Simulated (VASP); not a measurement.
# Ga (Cmce) in VASP: notebook

The runs below take Ga through single point, with LDA.

Program: VASP 6.6.1. These are calculated values, not measurements. Logs are shortened: lines on timing, memory, paths and dates and some standing lists are left out, and cuts for length are marked.

## Step 1: The cell of the first run

The structure is orthorhombic, space group Cmce (No. 64). Conventional cell: a = 4.432 Å, b = 7.598 Å, c = 4.556 Å, α = 90.00°, β = 90.00°, γ = 90.00°. Within 3.3 Å of Ga (site symmetry m) lie 7 Ga at 2.49 to 2.75 Å.

## Step 2: Single point, LDA

Contents of INCAR:

```
SYSTEM = Ga
  PREC = Accurate
  ENCUT = 520
  EDIFF = 1E-6
  ISMEAR = 0
  SIGMA = 0.1
  LREAL = .FALSE.
  LASPH = .TRUE.
  NELM = 100
  ALGO = Normal
  ISIF = 2
  LWAVE = .FALSE.
  LCHARG = .FALSE.
  NBANDS = 34
```

Contents of KPOINTS:

```
regular mesh
0
G
  6 6 4
  0 0 0
```

Contents of POSCAR:

```
Ga
1.0
    2.2160233300     -3.7989918400      0.0000000000
    2.2160233300      3.7989918400      0.0000000000
    0.0000000000      0.0000000000      4.5555035300
Ga
4
Direct
    0.6556957200      0.3443042800      0.4154013900
    0.8443042800      0.1556957200      0.9154013900
    0.3443042800      0.6556957200      0.5845986100
    0.1556957200      0.8443042800      0.0845986100
```

Potentials or basis: VASP PAW LDA potentials, release 64 (Ga_d).

Launch:

```
cat potpaw_LDA.64/Ga_d/POTCAR > POTCAR
mpirun -np 1 vasp_std > vasp.out
```

OUTCAR:

```text
SYSTEM = Ga
   PREC = Accurate
   ENCUT = 520
   EDIFF = 1E-6
   ISMEAR = 0
   LREAL = .FALSE.
   LASPH = .TRUE.
   NELM = 100
   ISIF = 2

 ion  position               nearest neighbor table
   1  0.656  0.344  0.415-   3 2.49   4 2.68   4 2.68   2 2.69   2 2.69   3 2.75   3 2.75
   2  0.844  0.156  0.915-   4 2.49   3 2.68   3 2.68   1 2.69   1 2.69   4 2.75   4 2.75
   3  0.344  0.656  0.585-   1 2.49   2 2.68   2 2.68   4 2.69   4 2.69   1 2.75   1 2.75
   4  0.156  0.844  0.085-   2 2.49   1 2.68   1 2.68   3 2.69   3 2.69   2 2.75   2 2.75

  LATTYP: Found a base centered orthorhombic cell.
 ALAT       =     4.4320466600
 B/A-ratio  =     1.7143284498
 C/A-ratio  =     1.0278554987

  Lattice vectors:

 A1 = (   2.2160233300,  -3.7989918400,   0.0000000000)
 A2 = (   2.2160233300,   3.7989918400,   0.0000000000)
 A3 = (   0.0000000000,   0.0000000000,   4.5555035300)

Analysis of symmetry for initial positions (statically):
=====================================================================
 Subroutine PRICEL returns:
 Original cell was already a primitive cell.

 Routine SETGRP: Setting up the symmetry group for a
 base centered orthorhombic supercell.

 Subroutine GETGRP returns: Found  8 space group operations
 (whereof  4 operations were pure point group operations)
 out of a pool of  8 trial point group operations.

The static configuration has the point symmetry C_2h.
 The point group associated with its full space group is D_2h.

Analysis of symmetry for dynamics (positions and initial velocities):
=====================================================================
 Subroutine PRICEL returns:
 Original cell was already a primitive cell.

 Routine SETGRP: Setting up the symmetry group for a
 base centered orthorhombic supercell.

 Subroutine GETGRP returns: Found  8 space group operations
 (whereof  4 operations were pure point group operations)
 out of a pool of  8 trial point group operations.

The dynamic configuration has the point symmetry C_2h.
 The point group associated with its full space group is D_2h.

 Subroutine INISYM returns: Found  8 space group operations
 (whereof  4 operations are pure point group operations),
 and found     1 'primitive' translations

----------------------------------------------------------------------------------------

                                     Primitive cell

  volume of cell :      76.7024

  direct lattice vectors                    reciprocal lattice vectors
     2.216023330 -3.798991840  0.000000000     0.225629394 -0.131613865  0.000000000
     2.216023330  3.798991840  0.000000000     0.225629394  0.131613865  0.000000000
     0.000000000  0.000000000  4.555503530     0.000000000  0.000000000  0.219514702

  length of vectors
     4.398078944  4.398078944  4.555503530     0.261210323  0.261210323  0.219514702

  position of ions in fractional coordinates (direct lattice)
     0.655695720  0.344304280  0.415401390
     0.844304280  0.155695720  0.915401390
     0.344304280  0.655695720  0.584598610
     0.155695720  0.844304280  0.084598610

  ion indices of the primitive-cell ions
   primitive index   ion index
                 1           1
                 2           2
                 3           3
                 4           4

----------------------------------------------------------------------------------------

 KPOINTS: regular mesh

Automatic generation of k-mesh.
 Grid dimensions read from file:
 generate k-points for:    6    6    4

 Generating k-lattice:

  Cartesian coordinates                     Fractional coordinates (reciprocal lattice)
     0.037604899 -0.021935644  0.000000000     0.166666667  0.000000000  0.000000000
     0.037604899  0.021935644  0.000000000     0.000000000  0.166666667  0.000000000
     0.000000000  0.000000000  0.054878676     0.000000000  0.000000000  0.250000000

  Length of vectors
     0.043535054  0.043535054  0.054878676

  Shift w.r.t. Gamma in fractional coordinates (k-lattice)
     0.000000000  0.000000000  0.000000000

 Subroutine IBZKPT returns following result:
 ===========================================

 Found     39 irreducible k-points:

 Following reciprocal coordinates:
            Coordinates               Weight
  0.000000  0.000000  0.000000      1.000000
  0.166667  0.000000  0.000000      4.000000
  0.333333  0.000000  0.000000      4.000000
  0.500000  0.000000  0.000000      2.000000
  0.166667  0.166667  0.000000      2.000000
  0.333333  0.166667  0.000000      4.000000
[... 16 lines left out ...]
  0.333333  0.333333  0.250000      4.000000
  0.500000  0.333333  0.250000      8.000000
 [... further k-points ...]
   k-points           NKPTS =     39   k-points in BZ     NKDIM =     39   number of bands    NBANDS=     34
   number of dos      NEDOS =    301   number of ions     NIONS =      4
   total plane-waves  NPLWV =  46656
   dimension x,y,z NGX =    36 NGY =   36 NGZ =   36
   dimension x,y,z NGXF=    72 NGYF=   72 NGZF=   72
   ions per type =               4
   NGX,Y,Z   is equivalent  to a cutoff of  13.61, 13.61, 13.14 a.u.
   NGXF,Y,Z  is equivalent  to a cutoff of  27.22, 27.22, 26.28 a.u.
 SYSTEM =  Ga
   PREC   = accura    normal or accurate (medium, high low for compatibility)
   ISTART =      0    job   : 0-new  1-cont  2-samecut
   ICHARG =      2    charge: 1-file 2-atom 10-const
   ISPIN  =      1    spin polarized calculation?
   LNONCOLLINEAR =      F non collinear calculations
   LSORBIT =      F    spin-orbit coupling
   LASPH  =      T    aspherical Exc in radial PAW
   ENCUT  =  520.0 eV  38.22 Ry    6.18 a.u.   8.18  8.18  8.47*2*pi/ulx,y,z
   NELM   =    100;   NELMIN=  2; NELMDL= -5     # of ELM steps
   EDIFF  = 0.1E-05   stopping-criterion for ELM
   LREAL  =      F    real-space projection
[... 7 lines left out ...]
   TEBEG  =    0.0;   TEEND  =   0.0 temperature during run
   PSTRESS=    0.0 pullay stress
   NELECT =      52.0000    total number of electrons
   NUPDOWN=      -1.0000    fix difference up-down
   EMIN   =  10.00;   EMAX   =-10.00  energy-range for DOS
   EFERMI =   0.00;   METHOD = LEGACY
   ISMEAR =     0;   SIGMA  =   0.10  broadening in eV -4-tet -1-fermi 0-gaus
   EFERMI_NEDOS =   21; number of points for ismear=-14 and -15
   IALGO  =     38    algorithm
   IMIX   =      4    mixing-type and parameters
     AMIX     =   0.40;   BMIX     =  1.00
     AMIX_MAG =   1.60;   BMIX_MAG =  1.00
  volume/ion in A,a.u.               =      19.18       129.40
  Fermi-wavevector in a.u.,A,eV,Ry     =   1.438157  2.717722 28.140864  2.068295
  Thomas-Fermi vector in A             =   2.557155
   LORBIT       =      0    0 simple, 1 ext, 2 COOP (PROOUT), +10 PAW based schemes
   GGA     = CA    functional components
   LHFCALC =     F    Hartree Fock is set to
   AEXX    =    0.0000 exact exchange contribution
   IVDW    =     0    specifies the selected vdW correction
   LEPSILON=     F    determine dielectric tensor
   LRPA    =     F    only Hartree local field effects (RPA)
 non-spin polarized calculation
 Gauss-broadening in eV      SIGMA  =   0.10
  energy-cutoff  :      520.00
  volume of cell :       76.70
 maximum number of plane-waves:      2087
 NGX is ok and might be reduce to    36
   NGX = 17   NGY = 17   NGZ = 17

 number of electron      52.0000028 magnetization

 Free energy of the ion-electron system (eV)
  ---------------------------------------------------
  ext. energy  EPLUGINS =         0.00000000
  ---------------------------------------------------
  free energy    TOTEN  =       -14.46083647 eV

  energy without entropy =      -14.45759167  energy(sigma->0) =      -14.45921407

 E-fermi :   4.9636     XC(G=0): -11.0783

 val. band max:        4.9403826422   @ k =  -0.3333   0.1667   0.0000
 cond. band min:       4.9647136938   @ k =   0.0000   0.0000   0.5000
 fundamental gap:      0.0243310516
 Fermi energy:         4.9636125370

 k-point     1 :       0.0000    0.0000    0.0000
  band No.  band energies     occupation
      1     -10.3117      2.00000
      2     -10.2954      2.00000
      3     -10.2592      2.00000
      4     -10.2487      2.00000
      5     -10.2399      2.00000
      6     -10.2044      2.00000
[... 26 lines left out ...]
     33      11.6662      0.00000
     34      12.4180      0.00000

 k-point     2 :       0.1667    0.0000    0.0000
  band No.  band energies     occupation
      1     -10.3149      2.00000
      2     -10.2836      2.00000
      3     -10.2702      2.00000
      4     -10.2580      2.00000
      5     -10.2174      2.00000
      6     -10.1959      2.00000
[... 26 lines left out ...]
     33      11.4696      0.00000
     34      12.2323      0.00000

 k-point     3 :       0.3333    0.0000    0.0000
  band No.  band energies     occupation
      1     -10.3112      2.00000
      2     -10.2820      2.00000
      3     -10.2813      2.00000
      4     -10.2473      2.00000
      5     -10.2106      2.00000
      6     -10.2104      2.00000
[... 26 lines left out ...]
     33      10.8243      0.00000
     34      12.2818      0.00000

 k-point     4 :       0.5000    0.0000    0.0000
  band No.  band energies     occupation
      1     -10.3026      2.00000
      2     -10.3026      2.00000
      3     -10.2545      2.00000
      4     -10.2545      2.00000
      5     -10.2192      2.00000
      6     -10.2192      2.00000
[... 26 lines left out ...]
     33      12.5811      0.00000
     34      12.5811      0.00000

 k-point     5 :       0.1667    0.1667    0.0000
  band No.  band energies     occupation
      1     -10.3107      2.00000
      2     -10.2979      2.00000
      3     -10.2630      2.00000
      4     -10.2625      2.00000
      5     -10.2190      2.00000
      6     -10.1817      2.00000
[... 621 lines left out ...]
 k-point    22 :      -0.1667    0.1667    0.2500
  band No.  band energies     occupation
      1     -10.3021      2.00000
      2     -10.2916      2.00000
      3     -10.2804      2.00000
      4     -10.2610      2.00000
      5     -10.2267      2.00000
      6     -10.2151      2.00000
[... 26 lines left out ...]
     33      11.5529      0.00000
     34      12.0708      0.00000

 k-point    23 :       0.3333    0.3333    0.2500
  band No.  band energies     occupation
      1     -10.3544      2.00000
      2     -10.3022      2.00000
      3     -10.2860      2.00000
      4     -10.2353      2.00000
      5     -10.2186      2.00000
      6     -10.1865      2.00000
[... 26 lines left out ...]
     33      12.6613      0.00000
     34      12.9632      0.00000

 k-point    24 :       0.5000    0.3333    0.2500
  band No.  band energies     occupation
      1     -10.3506      2.00000
      2     -10.3026      2.00000
      3     -10.2765      2.00000
      4     -10.2500      2.00000
      5     -10.2317      2.00000
      6     -10.2127      2.00000
[... 26 lines left out ...]
     33      12.7713      0.00000
     34      13.7259      0.00000

 [... further k-points ...]

------------------------ aborting loop because EDIFF is reached ----------------------------------------

  FORCE on cell =-STRESS in cart. coord.  units (eV):
  Direction    XX          YY          ZZ          XY          YZ          ZX
  --------------------------------------------------------------------------------------
  -------------------------------------------------------------------------------------
  Total       -0.8829231     -1.2784339     -1.5746519      0.0000000      0.0000000      0.0000000
  in kB      -18.4426954    -26.7042141    -32.8916809      0.0000000      0.0000000      0.0000000
  external PRESSURE =     -26.0128635 kB  Pullay stress =       0.0000000 kB

 VOLUME and BASIS-vectors are now :
 -----------------------------------------------------------------------------
  energy-cutoff  :      520.00
  volume of cell :       76.70
      direct lattice vectors                 reciprocal lattice vectors
     2.216023330 -3.798991840  0.000000000     0.225629394 -0.131613865  0.000000000
     2.216023330  3.798991840  0.000000000     0.225629394  0.131613865  0.000000000
     0.000000000  0.000000000  4.555503530     0.000000000  0.000000000  0.219514702

 POSITION                                       TOTAL-FORCE (eV/Angst)
 -----------------------------------------------------------------------------------
      2.21602     -1.18297      1.89236         0.000000     -0.042182     -0.011206
      2.21602     -2.61602      4.17011         0.000000      0.042182     -0.011206
      2.21602      1.18297      2.66314         0.000000      0.042182      0.011206
      2.21602      2.61602      0.38539         0.000000     -0.042182      0.011206
 -----------------------------------------------------------------------------------
    total drift:                                0.000000     -0.000000      0.000000

  FREE ENERGIE OF THE ION-ELECTRON SYSTEM (eV)
  ---------------------------------------------------
  free  energy   TOTEN  =       -14.4608364736 eV

  energy  without entropy=      -14.4575916694  energy(sigma->0) =      -14.45921407
```

It took 50 s on 1 thread of Intel Xeon 6975P-C (Granite Rapids), shared host; peak memory 0.2 GiB.

What came out:

```yaml
Free_energy: -14.4608 eV
Pressure: -2.6 GPa
Largest_force: 0.044 eV/Å
Band_gap_on_the_k_mesh: zero (bands 26 and 27 overlap by 1.02 eV)
```

Forces in eV/Å, atoms in the order of the input:
```
Ga   0.000 -0.042 -0.011
Ga   0.000  0.042 -0.011
Ga   0.000  0.042  0.011
Ga   0.000 -0.042  0.011
```

Stress tensor (GPa, compression positive):
```
-1.84  0.00  0.00
 0.00 -2.67  0.00
 0.00  0.00 -3.29
```

## Step 3: Single point, LDA

This run uses another cell than the first one, of 18.38 Å³/atom.

Contents of INCAR:

```
SYSTEM = Ga
PREC = Accurate ; ENCUT = 520
EDIFF = 1E-6 ; ISMEAR = 0
SIGMA = 0.1 ; LREAL = .False.
LASPH = .True. ; NELM = 80
ALGO = Fast ; ISIF = 2
LWAVE = .False. ; LCHARG = .True.
GGA = CA ; LELF = .True.
LVHAR = .True. ; NBANDS = 34
```

Contents of KPOINTS:

```
regular mesh
0
Gamma
  10 10 8
  0 0 0
```

Contents of POSCAR:

```
Ga
1.0
    2.2287471816     -3.7371481164      0.0000000000
    2.2287471816      3.7371481164      0.0000000000
    0.0000000000      0.0000000000      4.4138628576
Ga
4
Direct
    0.6560763064      0.3439236936      0.4145230278
    0.8439236936      0.1560763064      0.9145230278
    0.3439236936      0.6560763064      0.5854769722
    0.1560763064      0.8439236936      0.0854769722
```

Potentials or basis: VASP PAW LDA potentials, release 64 (Ga_d).

Launch:

```
cat potpaw_LDA.64/Ga_d/POTCAR > POTCAR
mpirun -np 1 vasp_std > vasp.out
```

Run time: 3.2 min. Hardware: 1 thread of Intel Xeon 6975P-C (Granite Rapids), shared host; peak memory 0.35 GiB.

It converged, with:

- Free energy: -14.4235 eV
- Pressure: 0.2 GPa
- Band gap on the k mesh: zero (bands 26 and 27 overlap by 1.52 eV)

Stress tensor (GPa, compression positive):
```
0.15 0.00 0.00
0.00 0.24 0.00
0.00 0.00 0.21
```

Levels at points of the mesh, in eV from the Fermi level:
```
           k point  band 22  band 23  band 24  band 25  band 26  band 27  band 28  band 29  band 30  band 31
(0.00, 0.00, 0.00)    -4.14    -3.73    -1.81    -1.72    -0.64     0.94     1.09     1.22     5.40     5.74
(0.50, 0.00, 0.00)    -8.86    -3.39    -3.39    -1.34    -1.34     0.93     0.93     4.47     4.47     5.69
(0.50, 0.50, 0.00)    -7.42    -4.16    -3.47    -1.53    -1.47     1.22     1.38     3.57     4.05     4.44
(0.00, 0.00, 0.50)    -9.46     0.00     0.00     0.00     0.00     0.17     0.17     2.30     2.30     4.08
(0.50, 0.00, 0.50)    -7.30    -6.43    -6.43    -1.51    -1.51     0.68     0.68     7.51     7.51     8.32
(0.50, 0.50, 0.50)    -7.70    -5.42    -5.42    -1.34    -1.34    -1.00    -1.00     7.22     7.22     8.36
```

(Continued in part 2 of 2.)

The gap in the log of VASP goes by the Fermi energy; the results here count the filled bands.